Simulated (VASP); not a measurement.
# Zn (P6_3/mmc) in VASP: further runs, part 2 of 3

VASP 6.6.1. Earlier steps stand in the parts before.

## Step 3: Electric field gradients, PBEsol (volume scaled by 1.02)

Input file INCAR:

```
SYSTEM = Zn
PREC = Accurate
ENCUT = 520
EDIFF = 1E-8
ISMEAR = -1
SIGMA = 0.03
LREAL = .False.
LASPH = .True.
NELM = 60
ALGO = Normal
ISIF = 2
LWAVE = .False.
LCHARG = .False.
GGA = PS
LEFG = .True.
NBANDS = 19
```

Input file KPOINTS:

```
regular mesh
0
Gamma
  18 18 8
  0 0 0
```

Input file POSCAR:

```
Zn
1.0
    2.6824462367      0.0000000000      0.0000000000
   -1.3412231184      2.3230665853      0.0000000000
    0.0000000000      0.0000000000      4.9794605574
Zn
2
Direct
    0.3333333333      0.6666666667      0.2500000000
    0.6666666667      0.3333333333      0.7500000000
```

Potentials or basis: VASP PAW PBE potentials, release 64 (Zn).

On the command line:

```
> cat potpaw_PBE.64/Zn/POTCAR > POTCAR
> mpirun -np 1 vasp_std > vasp.out
```

OUTCAR:

```text
SYSTEM = Zn
   PREC = Accurate
   ENCUT = 520
   EDIFF = 1E-8
   ISMEAR = -1
   LREAL = .False.
   LASPH = .True.
   NELM = 60
   ISIF = 2
   GGA = PS

 ion  position               nearest neighbor table
   1  0.333  0.667  0.250-   2 2.93   2 2.93   2 2.93   2 2.93   2 2.93   2 2.93
   2  0.667  0.333  0.750-   1 2.93   1 2.93   1 2.93   1 2.93   1 2.93   1 2.93

  LATTYP: Found a hexagonal cell.
 ALAT       =     2.6824462367
 C/A-ratio  =     1.8563132745

  Lattice vectors:

 A1 = (   2.6824462367,   0.0000000000,   0.0000000000)
 A2 = (  -1.3412231184,   2.3230665853,   0.0000000000)
 A3 = (   0.0000000000,   0.0000000000,   4.9794605574)

Analysis of symmetry for initial positions (statically):
=====================================================================
 Subroutine PRICEL returns:
 Original cell was already a primitive cell.

 Routine SETGRP: Setting up the symmetry group for a
 hexagonal supercell.

 Subroutine GETGRP returns: Found 24 space group operations
 (whereof 12 operations were pure point group operations)
 out of a pool of 24 trial point group operations.

The static configuration has the point symmetry D_3d.
 The point group associated with its full space group is D_6h.

Analysis of symmetry for dynamics (positions and initial velocities):
=====================================================================
 Subroutine PRICEL returns:
 Original cell was already a primitive cell.

 Routine SETGRP: Setting up the symmetry group for a
 hexagonal supercell.

 Subroutine GETGRP returns: Found 24 space group operations
 (whereof 12 operations were pure point group operations)
 out of a pool of 24 trial point group operations.

The dynamic configuration has the point symmetry D_3d.
 The point group associated with its full space group is D_6h.

 Subroutine INISYM returns: Found 24 space group operations
 (whereof 12 operations are pure point group operations),
 and found     1 'primitive' translations

----------------------------------------------------------------------------------------

                                     Primitive cell

  volume of cell :      31.0295

  direct lattice vectors                    reciprocal lattice vectors
     2.682446237  0.000000000  0.000000000     0.372794051  0.215232746  0.000000000
    -1.341223118  2.323066585  0.000000000     0.000000000  0.430465492  0.000000000
     0.000000000  0.000000000  4.979460557     0.000000000  0.000000000  0.200824967

  length of vectors
     2.682446237  2.682446237  4.979460557     0.430465492  0.430465492  0.200824967

  position of ions in fractional coordinates (direct lattice)
     0.333333333  0.666666667  0.250000000
     0.666666667  0.333333333  0.750000000

  ion indices of the primitive-cell ions
   primitive index   ion index
                 1           1
                 2           2

[... 76 lines left out ...]
   NFREE  =      0    steps in history (QN), initial steepest desc. (CG)
   ISIF   =      2    stress and relaxation
   ISYM   =      2    0-nonsym 1-usesym 2-fastsym
   POTIM  = 0.5000    time-step for ionic-motion
   TEBEG  =    0.0;   TEEND  =   0.0 temperature during run
   PSTRESS=    0.0 pullay stress
   NELECT =      24.0000    total number of electrons
   NUPDOWN=      -1.0000    fix difference up-down
   EMIN   =  10.00;   EMAX   =-10.00  energy-range for DOS
   EFERMI =   0.00;   METHOD = LEGACY
   ISMEAR =    -1;   SIGMA  =   0.03  broadening in eV -4-tet -1-fermi 0-gaus
   EFERMI_NEDOS =   21; number of points for ismear=-14 and -15
   IALGO  =     38    algorithm
   IMIX   =      4    mixing-type and parameters
     AMIX     =   0.40;   BMIX     =  1.00
     AMIX_MAG =   1.60;   BMIX_MAG =  1.00
  volume/ion in A,a.u.               =      15.51       104.70
  Fermi-wavevector in a.u.,A,eV,Ry     =   1.502751  2.839787 30.725485  2.258259
  Thomas-Fermi vector in A             =   2.613950
   LORBIT       =      0    0 simple, 1 ext, 2 COOP (PROOUT), +10 PAW based schemes
   GGA     = PS    functional components
   LHFCALC =     F    Hartree Fock is set to
   AEXX    =    0.0000 exact exchange contribution
   IVDW    =     0    specifies the selected vdW correction
   LEPSILON=     F    determine dielectric tensor
   LRPA    =     F    only Hartree local field effects (RPA)
 non-spin polarized calculation
  energy-cutoff  :      520.00
  volume of cell :       31.03
 maximum number of plane-waves:       856
 NGX is ok and might be reduce to    20
   NGX =  9   NGY =  9   NGZ = 19

 number of electron      24.0000005 magnetization

 Free energy of the ion-electron system (eV)
  ---------------------------------------------------
  ext. energy  EPLUGINS =         0.00000000
  ---------------------------------------------------
  free energy    TOTEN  =        -3.11797173 eV

  energy without entropy =       -3.11643836  energy(sigma->0) =       -3.11720505

 E-fermi :   2.9444     XC(G=0): -11.5967

 val. band max:        2.9106741242   @ k =   0.3333   0.2778   0.0000
 cond. band min:       2.9513161170   @ k =   0.3333   0.3333   0.0000
 fundamental gap:      0.0406419928
 Fermi energy:         2.9444354450

 k-point     1 :       0.0000    0.0000    0.0000
  band No.  band energies     occupation
      1      -7.4593      2.00000
      2      -5.6966      2.00000
      3      -5.0196      2.00000
      4      -4.8001      2.00000
      5      -4.8001      2.00000
      6      -4.7519      2.00000
[... 505 lines left out ...]
      6      -4.6570      2.00000
[... 11 lines left out ...]
     18      15.5536      0.00000
     19      16.9895      0.00000

 [... further k-points ...]

------------------------ aborting loop because EDIFF is reached ----------------------------------------

  FORCE on cell =-STRESS in cart. coord.  units (eV):
  Direction    XX          YY          ZZ          XY          YZ          ZX
  --------------------------------------------------------------------------------------
  -------------------------------------------------------------------------------------
  Total       -1.3534195     -1.3534195     -0.9040886      0.0000000     -0.0000000      0.0000000
  in kB      -69.8824363    -69.8824363    -46.6816916      0.0000000     -0.0000000      0.0000000
  external PRESSURE =     -62.1488547 kB  Pullay stress =       0.0000000 kB

 VOLUME and BASIS-vectors are now :
 -----------------------------------------------------------------------------
  energy-cutoff  :      520.00
  volume of cell :       31.03
      direct lattice vectors                 reciprocal lattice vectors
     2.682446237  0.000000000  0.000000000     0.372794051  0.215232746  0.000000000
    -1.341223118  2.323066585  0.000000000     0.000000000  0.430465492  0.000000000
     0.000000000  0.000000000  4.979460557     0.000000000  0.000000000  0.200824967

 POSITION                                       TOTAL-FORCE (eV/Angst)
 -----------------------------------------------------------------------------------
     -0.00000      1.54871      1.24487        -0.000000      0.000000      0.000000
      1.34122      0.77436      3.73460         0.000000     -0.000000      0.000000
 -----------------------------------------------------------------------------------
    total drift:                               -0.000000      0.000000      0.000000

  FREE ENERGIE OF THE ION-ELECTRON SYSTEM (eV)
  ---------------------------------------------------
  free  energy   TOTEN  =        -3.1179717347 eV

  energy  without entropy=       -3.1164383610  energy(sigma->0) =       -3.11720505

 Electric field gradients (V/A^2)
---------------------------------------------------------------------
 ion       V_xx      V_yy      V_zz      V_xy      V_xz      V_yz
---------------------------------------------------------------------
   1     -16.817   -16.809    33.626     0.007     0.000    -0.000
   2     -16.817   -16.809    33.626     0.007    -0.000     0.000
---------------------------------------------------------------------

 Electric field gradients after diagonalization (V/A^2)
 (convention: |V_zz| > |V_xx| > |V_yy|)
----------------------------------------------------------------------
 ion       V_xx      V_yy      V_zz     asymmetry (V_yy - V_xx)/ V_zz
----------------------------------------------------------------------
   1     -16.821   -16.805    33.626       0.000
   2     -16.821   -16.805    33.626       0.000
----------------------------------------------------------------------

           NMR quadrupolar parameters

 Cq : quadrupolar parameter    Cq=e*Q*V_zz/h
 eta: asymmetry parameters     (V_yy - V_xx)/ V_zz
 Q  : nuclear electric quadrupole moment in mb (millibarn)
----------------------------------------------------------------------
 ion       Cq(MHz)       eta       Q (mb)
----------------------------------------------------------------------
   1       0.081       0.000       1.000
   2       0.081       0.000       1.000
----------------------------------------------------------------------
```

OSZICAR:

```text
N       E                     dE             d eps       ncg     rms          rms(c)
DAV:   1     0.111715972471E+03    0.11172E+03   -0.12302E+04  7302   0.198E+03
DAV:   2     0.164335780816E+01   -0.11007E+03   -0.10650E+03  7071   0.294E+02
DAV:   3    -0.336630629679E+01   -0.50097E+01   -0.49909E+01  7904   0.696E+01
DAV:   4    -0.339619964268E+01   -0.29893E-01   -0.29886E-01  7733   0.551E+00
DAV:   5    -0.339623859267E+01   -0.38950E-04   -0.38950E-04  7638   0.180E-01    0.394E+00
DAV:   6    -0.313617650961E+01    0.26006E+00   -0.10622E+00  7821   0.216E+01    0.294E+00
DAV:   7    -0.312420109854E+01    0.11975E-01   -0.37098E-02  9006   0.328E+00    0.154E+00
DAV:   8    -0.311800073710E+01    0.62004E-02   -0.20484E-03  9522   0.631E-01    0.516E-02
DAV:   9    -0.311796729261E+01    0.33444E-04   -0.21751E-04  9618   0.196E-01    0.365E-02
DAV:  10    -0.311797215343E+01   -0.48608E-05   -0.19702E-05  7360   0.369E-02    0.306E-03
DAV:  11    -0.311797197064E+01    0.18279E-06   -0.60728E-07  8063   0.136E-02    0.198E-03
DAV:  12    -0.311797172932E+01    0.24132E-06   -0.17392E-08  6761   0.194E-03    0.242E-04
DAV:  13    -0.311797173473E+01   -0.54124E-08   -0.30858E-09  4007   0.701E-04
   1 F= -.31179717E+01 E0= -.31172050E+01  d E =-.153337E-02
```

stdout:

```text
POSCAR found type information on POSCAR Zn
 POSCAR found :  1 types and       2 ions
 scaLAPACK will be used
 -----------------------------------------------------------------------------
|                                                                             |
|                                                                             |
|     You enforced a specific xc type in the INCAR file but a different       |
|     I HOPE YOU KNOW WHAT YOU ARE DOING!                                     |
|                                                                             |
 -----------------------------------------------------------------------------

 LDA part: xc-table for (Slater+PW92), standard interpolation
 POSCAR, INCAR and KPOINTS ok, starting setup
 FFT: planning ... GRIDC
 FFT: planning ... GRID_SOFT
 FFT: planning ... GRID
 WAVECAR not read
 entering main loop
ion   1

ion   2
```

It took 38 s on 1 thread of AMD EPYC 9R45 (Zen 5), shared host; peak memory 0.18 GiB.

Results:

* Free energy: -3.1180 eV
* Pressure: -6.2 GPa
* Band gap on the k mesh: zero (band 12 reaches 4.39 eV, above the bottom of band 13 at -0.25 eV)

Electric field gradients, principal values (V/Å²):
```csv
atom,least,middle,greatest (by size)
1 Zn,-16.805,-16.821,33.626
2 Zn,-16.805,-16.821,33.626
```

Caveat: without QUAD_EFG the Cq values of the log hold for a quadrupole moment of 1 mb, not for the nuclei; the PAW data sets were made with another functional, which shifts forces and pressure a little.

## Step 4: Electric field gradients, PBEsol (volume scaled by 1.04)

INCAR, as its differences from that of step 3:

```diff
@@ -8,3 +8,3 @@
 LASPH = .True.
-NELM = 60
+NELM = 80
 ALGO = Normal
```

Input file KPOINTS:

```
Automatic mesh
0
Gamma
  18 18 8
  0 0 0
```

Input file POSCAR:

```
Zn
1.0
    2.6998652069      0.0000000000      0.0000000000
   -1.3499326034      2.3381518559      0.0000000000
    0.0000000000      0.0000000000      5.0117956229
Zn
2
Direct
    0.3333333333      0.6666666667      0.2500000000
    0.6666666667      0.3333333333      0.7500000000
```

Potentials or basis: VASP PAW PBE potentials, release 64 (Zn).

On the command line:

```
> cat potpaw_PBE.64/Zn/POTCAR > POTCAR
> mpirun -np 1 vasp_std > vasp.out
```

OUTCAR:

```text
SYSTEM = Zn
   PREC = Accurate
   ENCUT = 520
   EDIFF = 1E-8
   ISMEAR = -1
   LREAL = .False.
   LASPH = .True.
   NELM = 80
   ISIF = 2
   GGA = PS

 ion  position               nearest neighbor table
   1  0.333  0.667  0.250-   2 2.95   2 2.95   2 2.95   2 2.95   2 2.95   2 2.95
   2  0.667  0.333  0.750-   1 2.95   1 2.95   1 2.95   1 2.95   1 2.95   1 2.95

  LATTYP: Found a hexagonal cell.
 ALAT       =     2.6998652069
 C/A-ratio  =     1.8563132745

  Lattice vectors:

 A1 = (   2.6998652069,   0.0000000000,   0.0000000000)
 A2 = (  -1.3499326034,   2.3381518559,   0.0000000000)
[... 743 lines left out ...]
  free  energy   TOTEN  =        -3.0924136518 eV

  energy  without entropy=       -3.0908538445  energy(sigma->0) =       -3.09163375

 Electric field gradients (V/A^2)
---------------------------------------------------------------------
 ion       V_xx      V_yy      V_zz      V_xy      V_xz      V_yz
---------------------------------------------------------------------
   1     -16.217   -16.208    32.425     0.008     0.000    -0.000
   2     -16.217   -16.208    32.425     0.008    -0.000     0.000
---------------------------------------------------------------------

 Electric field gradients after diagonalization (V/A^2)
 (convention: |V_zz| > |V_xx| > |V_yy|)
----------------------------------------------------------------------
 ion       V_xx      V_yy      V_zz     asymmetry (V_yy - V_xx)/ V_zz
----------------------------------------------------------------------
   1     -16.221   -16.204    32.425       0.001
   2     -16.221   -16.204    32.425       0.001
----------------------------------------------------------------------

           NMR quadrupolar parameters

 Cq : quadrupolar parameter    Cq=e*Q*V_zz/h
 eta: asymmetry parameters     (V_yy - V_xx)/ V_zz
 Q  : nuclear electric quadrupole moment in mb (millibarn)
----------------------------------------------------------------------
 ion       Cq(MHz)       eta       Q (mb)
----------------------------------------------------------------------
   1       0.078       0.001       1.000
   2       0.078       0.001       1.000
----------------------------------------------------------------------
```

It took 37 s on 1 thread of AMD EPYC 9R45 (Zen 5), shared host; peak memory 0.18 GiB.

Results:

```
Free energy            : -3.0924 eV
Pressure               : -7.2 GPa
Band gap on the k mesh : zero (band 12 reaches 4.24 eV, above the bottom of band 13 at -0.40 eV)
```

Levels at points of the mesh, in eV from the Fermi level:
```csv
k point,band 9,band 10,band 11,band 12,band 13,band 14,band 15,band 16
"(0.00, 0.00, 0.00)",-7.33,-7.14,-7.14,-3.59,-3.20,13.12,16.70,16.75
"(0.50, 0.00, 0.00)",-6.97,-6.95,-2.86,-2.29,2.38,3.35,3.70,5.47
"(0.00, 0.00, 0.50)",-7.22,-7.22,-7.22,-7.22,4.32,4.32,17.98,17.98
"(0.50, 0.00, 0.50)",-6.96,-6.96,-1.89,-1.89,-0.11,-0.11,9.72,9.72
```

Electric field gradients, principal values (V/Å²):
| atom | least | middle | greatest (by size) |
| --- | --- | --- | --- |
| 1 Zn | -16.204 | -16.221 | 32.425 |
| 2 Zn | -16.204 | -16.221 | 32.425 |

Caveat: without QUAD_EFG the Cq values of the log hold for a quadrupole moment of 1 mb, not for the nuclei; the PAW data sets were made with another functional, which shifts forces and pressure a little.

[end of part 2 of 3]
